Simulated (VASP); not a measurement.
Write the native input for VASP 6.6.1 that does the following.

| Item | Value |
| --- | --- |
| Task | single point |
| Functional | PBEsol |
| Potentials or basis | VASP PAW PBE potentials, release 64 (W_sv, O) |
| Cutoff | 520 eV |
| k mesh | 8 × 8 × 8 |
| Occupations | gaussian, width 0.15 eV |
| Spin | no spin polarisation |
| Dipole correction | no |
| Further INCAR settings | ALGO = Normal; EDIFF = 1e-06; NBANDS = 58 |

The structure of W3O lies in POSCAR:

```
W3O
1.0
    4.8313496810      0.0000000000      0.0000000000
    0.0000000000      4.8313496810      0.0000000000
    0.0000000000      0.0000000000      4.8313496810
W O
6 2
Direct
    0.5000000000      0.7500000000      0.0000000000
    0.0000000000      0.5000000000      0.7500000000
    0.2500000000      0.0000000000      0.5000000000
    0.5000000000      0.2500000000      0.0000000000
    0.0000000000      0.5000000000      0.2500000000
    0.7500000000      0.0000000000      0.5000000000
    0.4379055502      0.5000000000      0.5000000000
    0.0000000000      0.0000000000      0.0000000000
```

This cell differs from its parent crystal: atom 7 (O) moved -0.300 Å along Cartesian [1 0 0].

These files were run (other wordings do the same):

INCAR

```
PREC = Accurate
ENCUT = 520
EDIFF = 1E-6
ISMEAR = 0
SIGMA = 0.15
LREAL = False
LASPH = True
NELM = 60
ALGO = Normal
ISIF = 2
LWAVE = False
LCHARG = False
GGA = PS
NBANDS = 58
```

KPOINTS

```
Automatic mesh
0
Gamma
  8 8 8
```

Potentials or basis: VASP PAW PBE potentials, release 64 (W_sv, O).

Run with:

```bash
$ cat potpaw_PBE.64/W_sv/POTCAR potpaw_PBE.64/O/POTCAR > POTCAR
$ mpirun -np 1 vasp_std > vasp.out
```

It gave:

```
Pressure               : 1.4 GPa
Largest force          : 1.177 eV/Å
Band gap on the k mesh : zero (bands 48 and 49 overlap by 0.89 eV)
```

Caveat: the cell differs from its parent crystal (atom 7 (O) moved -0.300 Å along Cartesian [1 0 0]); the PAW data sets were made with another functional, which shifts forces and pressure a little; spin-orbit coupling is left out, which moves the levels of the heavy elements.

Run time: 6.2 min on 1 thread of Intel(R) Xeon(R) 6975P-C (Granite Rapids) (shared host), peak memory 0.61 GiB.
